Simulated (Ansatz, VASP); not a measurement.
## C: VASP beside Ansatz

File INCAR:

```
SYSTEM = C
PREC     = Accurate       ! precision mode
ENCUT    = 600            ! plane-wave cutoff, eV
EDIFF    = 1E-6           ! SCF threshold, eV
ISMEAR   = 0              ! smearing method
SIGMA    = 0.1            ! smearing width, eV
LREAL    = .FALSE.        ! projectors in reciprocal space
LASPH    = .TRUE.         ! aspherical terms in the spheres
NELM     = 100            ! most SCF steps
ALGO     = Normal         ! electronic algorithm
ISIF     = 3              ! what is computed and relaxed
LWAVE    = .FALSE.        ! write WAVECAR
LCHARG   = .FALSE.        ! write CHGCAR
GGA      = PE             ! functional
IBRION   = 2              ! ionic algorithm
NSW      = 90             ! ionic steps
EDIFFG   = -0.04          ! ionic threshold
```

The input KPOINTS:

```
regular mesh
0
G
  8 8 8
  0 0 0
```

The input POSCAR:

```
C
1.0
    0.0000000000      2.1173110900      2.1173110900
    2.1173110900      0.0000000000      2.1173110900
    2.1173110900      2.1173110900      0.0000000000
C
3
Direct
    0.5000000000      0.5000000000      0.5000000000
    0.7500000000      0.7500000000      0.7500000000
    0.2500000000      0.2500000000      0.2500000000
```

Input for Ansatz:

```yaml
crystal:
  lattice:
    - [0.0, 2.11731109, 2.11731109]
    - [2.11731109, 0.0, 2.11731109]
    - [2.11731109, 2.11731109, 0.0]
  atoms:
    - { symbol: C, position: [0.5, 0.5, 0.5] }
    - { symbol: C, position: [0.75, 0.75, 0.75] }
    - { symbol: C, position: [0.25, 0.25, 0.25] }
basis:
  ecutwfc: 420
kpoints:
  mp_grid: { grid: [8, 8, 8] }
hamiltonian:
  xc: pbe
scf:
  occupations: { method: gaussian, width: 0.1 }
  lower_state_search: "off"
output:
  forces: true
  stress: true
  eigenvalues: true
relax:
  adjacent_minimum: "off"
  f_tol: 0.04
  max_steps: 70
  cell: { stress_tol: 0.4 }
```

Alike in both runs: task relaxation of cell and atoms; functional PBE; k mesh 8 × 8 × 8; occupations gaussian, width 0.1 eV; no spin polarisation.

```csv
,VASP,Ansatz
version,VASP 6.6.1,Ansatz 0.2.0
potentials or method,"VASP PAW PBE potentials, release 64 (C), cutoff 600 eV","scalar-relativistic, plane waves, PAW"
valence electrons in the cell,12,12
```

|  | VASP | Ansatz | Ansatz less VASP |
| --- | --- | --- | --- |
| gap on the k mesh at the Fermi level, each at its own relaxed structure (eV) | none | none | - |
| relaxed volume (Å³/atom) | 6.78 | 6.78 | -0.001 |
| relaxed cell length with the largest relative difference (Å) | 3.064 | 3.064 | -0.0002 |

A gap of «none» marks a metal or a gap that the smearing closes.
